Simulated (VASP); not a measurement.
# NaCl (I4/mmm) in VASP: a series of runs, part 2 of 2

VASP 6.6.1. Earlier steps stand in the parts before.

### 5 Single point, PBEsol (strain -0.080 along x and y, +0.080 along z)

Contents of INCAR:

```
SYSTEM = NaCl
PREC     = Accurate       ! precision mode
ENCUT    = 520            ! plane-wave cutoff, eV
EDIFF    = 1E-6           ! SCF threshold, eV
ISMEAR   = 0              ! smearing method
SIGMA    = 0.05           ! smearing width, eV
LREAL    = .False.        ! projectors in reciprocal space
LASPH    = .True.         ! aspherical terms in the spheres
NELM     = 100            ! most SCF steps
ALGO     = Normal         ! electronic algorithm
ISIF     = 2              ! what is computed and relaxed
LWAVE    = .False.        ! write WAVECAR
LCHARG   = .False.        ! write CHGCAR
GGA      = PS             ! functional
NBANDS   = 14             ! bands
```

Contents of KPOINTS:

```
Automatic mesh
0
Gamma
  8 8 8
  0 0 0
```

Contents of POSCAR:

```
NaCl
1.0
    0.0000000000      2.6052100000      3.0582900000
    2.6052100000      0.0000000000      3.0582900000
    2.6052100000      2.6052100000      0.0000000000
Na Cl
1 1
Direct
    0.0000000000      0.0000000000      0.0000000000
    0.5000000000      0.5000000000      0.5000000000
```

Potentials or basis: VASP PAW PBE potentials, release 64 (Na_pv, Cl).

On the command line:

```bash
cat potpaw_PBE.64/Na_pv/POTCAR potpaw_PBE.64/Cl/POTCAR > POTCAR
mpirun -np 1 vasp_std > vasp.out
```

OUTCAR:

```text
SYSTEM = NaCl
   PREC = Accurate
   ENCUT = 520
   EDIFF = 1E-6
   ISMEAR = 0
   LREAL = .False.
   LASPH = .True.
   NELM = 100
   ISIF = 2
   GGA = PS

 ion  position               nearest neighbor table
   1  0.000  0.000  0.000-   2 2.61   2 2.61   2 2.61   2 2.61
   2  0.500  0.500  0.500-   1 2.61   1 2.61   1 2.61   1 2.61

  LATTYP: Found a body centered tetragonal cell.
 ALAT       =     3.6843233148
 C/A-ratio  =     1.6601637471

  Lattice vectors:

 A1 = (  -2.6052100000,   0.0000000000,   3.0582900000)
 A2 = (   2.6052100000,   0.0000000000,   3.0582900000)
 A3 = (   0.0000000000,   2.6052100000,  -3.0582900000)

Analysis of symmetry for initial positions (statically):
=====================================================================
 Subroutine PRICEL returns:
 Original cell was already a primitive cell.

 Routine SETGRP: Setting up the symmetry group for a
 body centered tetragonal supercell.

 Subroutine GETGRP returns: Found 16 space group operations
 (whereof 16 operations were pure point group operations)
 out of a pool of 16 trial point group operations.

The static configuration has the point symmetry D_4h.
[... 167 lines left out ...]
 Fermi energy:        -0.1222449810

 k-point     1 :       0.0000    0.0000    0.0000
  band No.  band energies     occupation
      1     -20.8063      2.00000
      2     -20.7908      2.00000
      3     -20.7908      2.00000
      4     -13.1910      2.00000
      5      -0.3422      2.00000
      6      -0.3349      2.00000
      7      -0.3349      2.00000
      8       4.8969      0.00000
      9      10.0008      0.00000
     10      11.3153      0.00000
     11      11.3153      0.00000
     12      12.0589      0.00000
     13      14.0888      0.00000
     14      14.7754      0.00000
[... 377 lines left out ...]
      1     -20.8356      2.00000
      2     -20.8099      2.00000
      3     -20.7932      2.00000
      4     -12.7996      2.00000
      5      -2.1439      2.00000
      6      -0.7354      2.00000
      7      -0.6824      2.00000
      8       7.1297      0.00000
      9       9.3858      0.00000
     10      10.7650      0.00000
     11      11.2776      0.00000
     12      13.5406      0.00000
     13      14.8684      0.00000
     14      16.7633      0.00000

 [... further k-points ...]
[... 5 lines left out ...]
  --------------------------------------------------------------------------------------
  -------------------------------------------------------------------------------------
  Total        1.6463583      1.6463583     -0.4590504      0.0000000      0.0000000      0.0000000
  in kB       63.5390649     63.5390649    -17.7164531      0.0000000      0.0000000      0.0000000
  external PRESSURE =      36.4538922 kB  Pullay stress =       0.0000000 kB

 VOLUME and BASIS-vectors are now :
 -----------------------------------------------------------------------------
  energy-cutoff  :      520.00
  volume of cell :       41.51
      direct lattice vectors                 reciprocal lattice vectors
     0.000000000  2.605210000  3.058290000    -0.191923108  0.191923108  0.163490055
     2.605210000  0.000000000  3.058290000     0.191923108 -0.191923108  0.163490055
     2.605210000  2.605210000  0.000000000     0.191923108  0.191923108 -0.163490055

 POSITION                                       TOTAL-FORCE (eV/Angst)
 -----------------------------------------------------------------------------------
      0.00000      0.00000      0.00000         0.000000     -0.000000      0.000000
      2.60521      2.60521      3.05829         0.000000      0.000000     -0.000000
 -----------------------------------------------------------------------------------
    total drift:                               -0.000000      0.000000      0.000000

  FREE ENERGIE OF THE ION-ELECTRON SYSTEM (eV)
  ---------------------------------------------------
  free  energy   TOTEN  =        -6.8678748787 eV

  energy  without entropy=       -6.8678748787  energy(sigma->0) =       -6.86787488
```

OSZICAR:

```text
N       E                     dE             d eps       ncg     rms          rms(c)
DAV:   1     0.102760468153E+03    0.10276E+03   -0.71678E+03  1678   0.102E+03
DAV:   2     0.112480796075E+01   -0.10164E+03   -0.92878E+02  1844   0.279E+02
DAV:   3    -0.691281606579E+01   -0.80376E+01   -0.79907E+01  2132   0.718E+01
DAV:   4    -0.704014643045E+01   -0.12733E+00   -0.12728E+00  1910   0.992E+00
DAV:   5    -0.704286465050E+01   -0.27182E-02   -0.27181E-02  2098   0.146E+00    0.204E+00
DAV:   6    -0.687782797558E+01    0.16504E+00   -0.25508E-01  2182   0.372E+00    0.146E+00
DAV:   7    -0.686451708744E+01    0.13311E-01   -0.68880E-02  2372   0.177E+00    0.979E-01
DAV:   8    -0.686795377376E+01   -0.34367E-02   -0.76750E-03  1856   0.810E-01    0.278E-01
DAV:   9    -0.686782198168E+01    0.13179E-03   -0.23839E-04  2084   0.128E-01    0.142E-01
DAV:  10    -0.686788041413E+01   -0.58432E-04   -0.20851E-04  1892   0.113E-01    0.418E-02
DAV:  11    -0.686787460591E+01    0.58082E-05   -0.14696E-05  2108   0.355E-02    0.776E-03
DAV:  12    -0.686787487869E+01   -0.27278E-06   -0.11548E-06  1970   0.893E-03
   1 F= -.68678749E+01 E0= -.68678749E+01  d E =-.180422E-11
```

Run time: 30 s. Hardware: 1 thread of AMD EPYC 7R43 (Zen 3), shared host; peak memory 0.14 GiB.

What came out:

```
Free energy            : -6.8679 eV
Pressure               : 3.6 GPa
Band gap on the k mesh : 5.23 eV, direct
```

Stress tensor (GPa, compression positive):
```
 6.35  0.00  0.00
 0.00  6.35  0.00
 0.00  0.00 -1.77
```

Caveat: the cell differs from its parent crystal (strain -0.080 along x and y, +0.080 along z); the PAW data sets were made with another functional, which shifts forces and pressure a little.

### 6 Summary

```tsv
cell	gap on the mesh (eV)	pressure (GPa)
a = 3.848, b = 3.848, c = 3.684 Å, angles 61.4, 61.4, 57.2°, 2 atoms	5.55	5.5
a = 3.765, b = 3.765, c = 3.845 Å, angles 59.3, 59.3, 61.4°, 2 atoms	5.55	4.9
a = 3.932, b = 3.932, c = 3.684 Å, angles 62.1, 62.1, 55.9°, 2 atoms	5.38	4.4
a = 4.017, b = 4.017, c = 3.684 Å, angles 62.7, 62.7, 54.6°, 2 atoms	5.23	3.6
```

Alike in all rows: task single point; level PBEsol; potentials or basis VASP PAW PBE potentials, release 64 (Na_pv, Cl); no spin polarisation; k mesh 8 × 8 × 8; cutoff (eV) 520; smearing gaussian 0.05 eV.

Caveats: the PAW data sets were made with another functional, which shifts forces and pressure a little.

Total energies depend on the potentials used, so only differences within one code and one set of settings carry meaning.
